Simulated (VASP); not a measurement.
Runs of VASP 6.6.1 on AlCd2O. The structure is that of space group Cmmm (No. 65), or close to it. The cells are those of the table. 

```tsv
task	spin	cell	k mesh	cutoff (eV)	gap on the mesh (eV)	pressure (GPa)	moment (μB)	relaxed volume (Å³/atom)	largest force (eV/Å)
single point	collinear, ferromagnetic start	a = 4.188, b = 4.188, c = 4.578 Å, angles 90.0, 90.0, 111.1°, 4 atoms	4 × 4 × 4	520	none	7.8	0.00	-	0.65
single point	off	a = 5.535, b = 5.535, c = 5.434 Å, angles 90.0, 90.0, 144.0°, 4 atoms	6 × 6 × 4	520	none	0.1	-	-	0.01
single point	collinear, ferromagnetic start	a = 5.535, b = 5.535, c = 5.434 Å, angles 90.0, 90.0, 144.0°, 4 atoms	6 × 6 × 4	520	none	0.1	0.00	-	0.01
single point	off	a = 5.520, b = 5.520, c = 5.386 Å, angles 90.0, 90.0, 143.8°, 4 atoms	4 × 4 × 4	520	none	0.1	-	-	-
relaxation of cell and atoms	off	relaxed from a = 4.188, b = 4.188, c = 4.578 Å, angles 90.0, 90.0, 111.1°, 4 atoms	4 × 4 × 4	600	none	0.1	-	22.83	0.01
relaxation of cell and atoms	off	relaxed from a = 5.520, b = 5.520, c = 5.386 Å, angles 90.0, 90.0, 143.8°, 4 atoms	6 × 6 × 4	600	none	0.1	-	24.41	0.01
single point	off	a = 4.188, b = 4.188, c = 4.578 Å, angles 90.0, 90.0, 111.1°, 4 atoms	4 × 4 × 4	520	none	(a)	-	-	0.65
```

Alike in all rows: level PBE; potentials or basis VASP PAW PBE potentials, release 64 (Al, Cd, O); smearing gaussian 0.1 eV.

Problem. Estimate the missing entries.

Solution. (a) 7.9.

Caveats: some runs use coarse meshes; an odd number of electrons without spin polarisation forces a metal (some runs); a magnetic or distorted state may lie lower (some runs); the volume moved by over 15 % at a fixed basis, so the end points are rough (some runs).

A k mesh can miss the band edges, and the runs leave out spin-orbit coupling on Cd.

A gap of «none» marks levels without a gap at the run's occupations.
